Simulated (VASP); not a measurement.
Input of a VASP 6.6.1 run:

Contents of INCAR:

```
PREC = Accurate
ENCUT = 520
EDIFF = 1E-6
ISMEAR = 0
SIGMA = 0.1
LREAL = False
LASPH = True
NELM = 80
ALGO = Normal
ISIF = 2
LWAVE = False
LCHARG = False
GGA = PE
NBANDS = 47
```

KPOINTS

```
Automatic mesh
0
Gamma
  4 4 2
```

Contents of POSCAR:

```
HfSi3O8
1.0
    5.3228272445      0.0000000000      0.0000000000
    0.0000000000      5.3228272445      0.0000000000
    0.0000000000      0.0000000000      7.9365090900
Hf Si O
1 3 8
Direct
    0.5000000000      0.5000000000      0.5000000000
    0.0000000000      1.0000000000      0.0000000000
    0.5000000000      0.0000000000      0.7781413922
    1.0000000000      0.5000000000      0.2218586078
    0.4226919822      0.7687585125      0.6554806510
    0.9303955131      0.2516207265      0.1090817262
    0.7483792735      0.9303955131      0.8909182738
    0.2312414875      0.4226919822      0.3445193490
    0.5773080178      0.2312414875      0.6554806510
    0.0696044869      0.7483792735      0.1090817262
    0.2516207265      0.0696044869      0.8909182738
    0.7687585125      0.5773080178      0.3445193490
```

Potentials or basis: VASP PAW PBE potentials, release 64 (Hf_pv, Si, O).

Launch:

```console
$ cat potpaw_PBE.64/Hf_pv/POTCAR potpaw_PBE.64/Si/POTCAR potpaw_PBE.64/O/POTCAR > POTCAR
$ mpirun -np 1 vasp_std > vasp.out
```

Problem. Predict the pressure.

Solution. -0.2 GPa.

Problem. Predict the largest force.

Solution. 0.193 eV/Å.

Problem. What does it give for the band gap on the k mesh?

Solution. 4.91 eV, direct.

Stress tensor (GPa, compression positive):
```
-0.19  0.00  0.00
 0.00 -0.19  0.00
 0.00  0.00 -0.27
```

Caveat: spin-orbit coupling is left out, which moves the levels of the heavy elements. As with any semilocal functional, this PBE gap is likely too small.
